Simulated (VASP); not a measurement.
# TaF3 (Pm-3m) in VASP: single point with r2SCAN+U

Aim: the single point of TaF3 with r2SCAN+U.

Everything below comes from runs of VASP 6.6.1. Logs are shortened: lines on timing, memory, paths and dates and some standing lists are left out, and cuts for length are marked.

## Step 1: The cell of the first run

It takes space group Pm-3m (No. 221, cubic). The conventional cell has a = 4.114 Å, b = 4.114 Å, c = 4.114 Å, α = 90.00°, β = 90.00°, γ = 90.00°. Ta (site symmetry m-3m) has 6 F at 2.06 Å within 2.7 Å. F (site symmetry 4/mmm) has 2 Ta at 2.06 Å within 2.7 Å.

## Step 2: Single point, r2SCAN+U

Contents of POSCAR:

```
TaF3
1.0
    4.1143419376      0.0000000000      0.0000000000
    0.0000000000      4.1143419376      0.0000000000
    0.0000000000      0.0000000000      4.1143419376
Ta F
1 3
Direct
    0.0000000000      0.0000000000      0.0000000000
    0.5000000000      0.0000000000      0.0000000000
    0.0000000000      0.5000000000      0.0000000000
    0.0000000000      0.0000000000      0.5000000000
```

Contents of INCAR.step1:

```
SYSTEM = TaF3
PREC = Accurate
ENCUT = 770
ISMEAR = -1
SIGMA = 0.1
LREAL = .False.
LASPH = .True.
NELM = 200
LMAXMIX = 4
LDAU = .True.
LDAUTYPE = 2
LDAUL = 2 -1
LDAUU = 4 0
LDAUJ = 0 0
NBANDS = 25
GGA = PE
ALGO = Normal
EDIFF = 1E-5
LWAVE = .True.
LCHARG = .False.
GGA_COMPAT = .False.
```

Contents of INCAR.step2:

```
SYSTEM = TaF3
PREC = Accurate
ENCUT = 770
EDIFF = 1E-6
ISMEAR = -1
SIGMA = 0.1
LREAL = .False.
LASPH = .True.
NELM = 200
ALGO = Normal
ISIF = 2
LWAVE = .False.
LCHARG = .True.
LMAXMIX = 4
LDAU = .True.
LDAUTYPE = 2
LDAUL = 2 -1
LDAUU = 4 0
LDAUJ = 0 0
LDAUPRINT = 1
METAGGA = R2SCAN
LMIXTAU = .True.
LELF = .True.
LVHAR = .True.
NBANDS = 25
ISTART = 1
GGA_COMPAT = .False.
```

Contents of KPOINTS:

```
regular mesh
0
Gamma
  5 5 5
  0 0 0
```

Potentials or basis: VASP PAW PBE potentials, release 64 (Ta_sv_GW, F).

Started as:

```bash
cat potpaw_PBE.64/Ta_sv_GW/POTCAR potpaw_PBE.64/F/POTCAR > POTCAR
cp INCAR.step1 INCAR
mpirun -np 1 vasp_std > vasp.out
cp INCAR.step2 INCAR
mpirun -np 1 vasp_std > vasp.out
```

OUTCAR:

```text
SYSTEM = TaF3
   PREC = Accurate
   ENCUT = 770
   EDIFF = 1E-6
   ISMEAR = -1
   LREAL = .False.
   LASPH = .True.
   NELM = 200
   ISIF = 2
   METAGGA = R2SCAN
   ISTART = 1

 ion  position               nearest neighbor table
   1  0.000  0.000  0.000-   2 2.06   3 2.06   4 2.06   4 2.06   3 2.06   2 2.06
   2  0.500  0.000  0.000-   1 2.06   1 2.06
   3  0.000  0.500  0.000-   1 2.06   1 2.06
   4  0.000  0.000  0.500-   1 2.06   1 2.06

  LATTYP: Found a simple cubic cell.
 ALAT       =     4.1143419376

  Lattice vectors:

 A1 = (   4.1143419376,   0.0000000000,   0.0000000000)
 A2 = (   0.0000000000,   4.1143419376,   0.0000000000)
 A3 = (   0.0000000000,   0.0000000000,   4.1143419376)

Analysis of symmetry for initial positions (statically):
=====================================================================
 Subroutine PRICEL returns:
 Original cell was already a primitive cell.

 Routine SETGRP: Setting up the symmetry group for a
 simple cubic supercell.

 Subroutine GETGRP returns: Found 48 space group operations
 (whereof 48 operations were pure point group operations)
 out of a pool of 48 trial point group operations.

The static configuration has the point symmetry O_h .

Analysis of symmetry for dynamics (positions and initial velocities):
=====================================================================
 Subroutine PRICEL returns:
 Original cell was already a primitive cell.

 Routine SETGRP: Setting up the symmetry group for a
 simple cubic supercell.

 Subroutine GETGRP returns: Found 48 space group operations
 (whereof 48 operations were pure point group operations)
 out of a pool of 48 trial point group operations.

The dynamic configuration has the point symmetry O_h .

 Subroutine INISYM returns: Found 48 space group operations
 (whereof 48 operations are pure point group operations),
 and found     1 'primitive' translations

[... 124 lines left out ...]

atom =   1  type =  1  l = 2

 onsite density matrix

spin component  1

  0.2856  0.0000 -0.0000  0.0000 -0.0000
  0.0000  0.2856  0.0000  0.0000 -0.0000
 -0.0000  0.0000  0.1209 -0.0000 -0.0000
  0.0000  0.0000 -0.0000  0.2856 -0.0000
 -0.0000 -0.0000 -0.0000 -0.0000  0.1209

spin component  2

  0.2856  0.0000 -0.0000  0.0000 -0.0000
  0.0000  0.2856  0.0000  0.0000 -0.0000
 -0.0000  0.0000  0.1209 -0.0000 -0.0000
  0.0000  0.0000 -0.0000  0.2856 -0.0000
 -0.0000 -0.0000 -0.0000 -0.0000  0.1209

 occupancies and eigenvectors

  o =  0.1209  v =  0.0000 -0.0000  1.0000 -0.0000  0.0002  0.0000  0.0000  0.0000  0.0000  0.0000      0.0000  0.0000  0.0000  0.0000  0.0000  0.0000  0.0000  0.0000  0.0000  0.0000
  o =  0.1209  v =  0.0000  0.0000  0.0000  0.0000  0.0000  0.0000 -0.0000  1.0000 -0.0000  0.0002      0.0000  0.0000  0.0000  0.0000  0.0000  0.0000  0.0000  0.0000  0.0000  0.0000
  o =  0.1209  v =  0.0000  0.0000 -0.0002 -0.0000  1.0000  0.0000  0.0000  0.0000  0.0000  0.0000      0.0000  0.0000  0.0000  0.0000  0.0000  0.0000  0.0000  0.0000  0.0000  0.0000
  o =  0.1209  v =  0.0000  0.0000  0.0000  0.0000  0.0000  0.0000  0.0000 -0.0002 -0.0000  1.0000      0.0000  0.0000  0.0000  0.0000  0.0000  0.0000  0.0000  0.0000  0.0000  0.0000
  o =  0.2856  v =  0.0000  0.5215  0.0000  0.8532 -0.0000  0.0000  0.0000  0.0000  0.0000  0.0000      0.0000  0.0000  0.0000  0.0000  0.0000  0.0000  0.0000  0.0000  0.0000  0.0000
  o =  0.2856  v =  0.0000  0.0000  0.0000  0.0000  0.0000  0.0000  0.5215  0.0000  0.8532 -0.0000      0.0000  0.0000  0.0000  0.0000  0.0000  0.0000  0.0000  0.0000  0.0000  0.0000
  o =  0.2856  v =  0.0000  0.0000  0.0000  0.0000  0.0000  0.0000  0.8532  0.0000 -0.5215 -0.0000      0.0000  0.0000  0.0000  0.0000  0.0000  0.0000  0.0000  0.0000  0.0000  0.0000
  o =  0.2856  v =  0.0000  0.8532  0.0000 -0.5215 -0.0000  0.0000  0.0000  0.0000  0.0000  0.0000      0.0000  0.0000  0.0000  0.0000  0.0000  0.0000  0.0000  0.0000  0.0000  0.0000
  o =  0.2856  v =  0.0000  0.0000  0.0000  0.0000  0.0000  1.0000  0.0000  0.0000  0.0000  0.0000      0.0000  0.0000  0.0000  0.0000  0.0000  0.0000  0.0000  0.0000  0.0000  0.0000
  o =  0.2856  v =  1.0000  0.0000  0.0000  0.0000  0.0000  0.0000  0.0000  0.0000  0.0000  0.0000      0.0000  0.0000  0.0000  0.0000  0.0000  0.0000  0.0000  0.0000  0.0000  0.0000

 number of electron      33.9999989 magnetization

 Free energy of the ion-electron system (eV)
  ---------------------------------------------------
  ext. energy  EPLUGINS =         0.00000000
  ---------------------------------------------------
  free energy    TOTEN  =       -67.40095035 eV

  energy without entropy =      -67.29294945  energy(sigma->0) =      -67.34694990

 E-fermi :   4.9558     XC(G=0):  -8.9248

 val. band max:        4.8998680835   @ k =   0.4000   0.2000   0.2000
 cond. band min:       5.1310774179   @ k =   0.4000   0.0000   0.0000
 fundamental gap:      0.2312093344
 Fermi energy:         4.9558195442

 k-point     1 :       0.0000    0.0000    0.0000
  band No.  band energies     occupation
      1     -68.2017      2.00000
      2     -34.0492      2.00000
      3     -34.0492      2.00000
      4     -34.0491      2.00000
      5     -24.7022      2.00000
      6     -24.3942      2.00000
[... 269 lines left out ...]
     24      11.9555      0.00000
     25      11.9556      0.00000

------------------------ aborting loop because EDIFF is reached ----------------------------------------

  FORCE on cell =-STRESS in cart. coord.  units (eV):
  Direction    XX          YY          ZZ          XY          YZ          ZX
  --------------------------------------------------------------------------------------
  -------------------------------------------------------------------------------------
  Total        0.5952184      0.5952184      0.5952184      0.0000000      0.0000000      0.0000000
  in kB       13.6925956     13.6925956     13.6925956      0.0000000      0.0000000      0.0000000
  external PRESSURE =      13.6925956 kB  Pullay stress =       0.0000000 kB

 VOLUME and BASIS-vectors are now :
 -----------------------------------------------------------------------------
  energy-cutoff  :      770.00
  volume of cell :       69.65
      direct lattice vectors                 reciprocal lattice vectors
     4.114341938  0.000000000  0.000000000     0.243052234  0.000000000  0.000000000
     0.000000000  4.114341938  0.000000000     0.000000000  0.243052234  0.000000000
     0.000000000  0.000000000  4.114341938     0.000000000  0.000000000  0.243052234

 POSITION                                       TOTAL-FORCE (eV/Angst)
 -----------------------------------------------------------------------------------
      0.00000      0.00000      0.00000         0.000000      0.000000      0.000000
      2.05717      0.00000      0.00000         0.000000      0.000000      0.000000
      0.00000      2.05717      0.00000         0.000000      0.000000      0.000000
      0.00000      0.00000      2.05717         0.000000      0.000000      0.000000
 -----------------------------------------------------------------------------------
    total drift:                                0.000000     -0.000000     -0.000000

  FREE ENERGIE OF THE ION-ELECTRON SYSTEM (eV)
  ---------------------------------------------------
  free  energy   TOTEN  =       -67.4009503536 eV

  energy  without entropy=      -67.2929494511  energy(sigma->0) =      -67.34694990
```

OSZICAR.step1:

```text
N       E                     dE             d eps       ncg     rms          rms(c)
DAV:   1     0.336243414017E+03    0.33624E+03   -0.23989E+04   500   0.179E+03
DAV:   2    -0.100404716681E+02   -0.34628E+03   -0.33707E+03   743   0.381E+02
DAV:   3    -0.299064772186E+02   -0.19866E+02   -0.19758E+02   643   0.936E+01
DAV:   4    -0.300848468395E+02   -0.17837E+00   -0.17815E+00   572   0.998E+00
DAV:   5    -0.300888677531E+02   -0.40209E-02   -0.40207E-02   686   0.107E+00    0.428E+01
DAV:   6    -0.259132721579E+02    0.41756E+01   -0.19616E+01   517   0.278E+01    0.509E+01
DAV:   7    -0.259260872495E+02   -0.12815E-01   -0.47249E-01   552   0.480E+00    0.223E+01
DAV:   8    -0.259375846432E+02   -0.11497E-01   -0.13320E-01   599   0.316E+00    0.918E+00
DAV:   9    -0.259586640569E+02   -0.21079E-01   -0.16648E-02   531   0.120E+00    0.252E+00
DAV:  10    -0.259630754845E+02   -0.44114E-02   -0.41180E-03   540   0.504E-01    0.200E-01
DAV:  11    -0.259643204400E+02   -0.12450E-02   -0.21917E-03   506   0.255E-01    0.214E-01
DAV:  12    -0.259643475831E+02   -0.27143E-04   -0.18364E-04   597   0.945E-02    0.670E-02
DAV:  13    -0.259643652606E+02   -0.17678E-04   -0.15432E-05   410   0.282E-02    0.341E-02
DAV:  14    -0.259643714650E+02   -0.62045E-05   -0.99853E-06   408   0.170E-02
   1 F= -.25964371E+02 E0= -.25909863E+02  d E =-.109017E+00
```

Wall time 56 s (1 thread of Intel Xeon 6975P-C (Granite Rapids), shared host); peak memory 0.28 GiB.

Results:

* Free energy: -67.4010 eV
* Pressure: 1.4 GPa
* Band gap on the k mesh: zero (bands 17 and 18 overlap by 1.97 eV)

Levels at points of the mesh, in eV from the Fermi level:
| k point | band 15 | band 16 | band 17 | band 18 | band 19 | band 20 |
| --- | --- | --- | --- | --- | --- | --- |
| (0.00, 0.00, 0.00) | -8.94 | -8.94 | -0.87 | -0.87 | -0.87 | -0.35 |

Eigenvalues of the final occupation matrices:
```tsv
site	spin	trace	eigenvalues
site 1 d	1	1.10	0.12 0.12 0.29 0.29 0.29
site 1 d	2	1.10	0.12 0.12 0.29 0.29 0.29
```

Caveat: the PAW data sets were made with another functional, which shifts forces and pressure a little; spin-orbit coupling is left out, which moves the levels of the heavy elements; U without spin polarisation on a metal has little footing.

The gap in the log of VASP goes by the Fermi energy; the results here count the filled bands.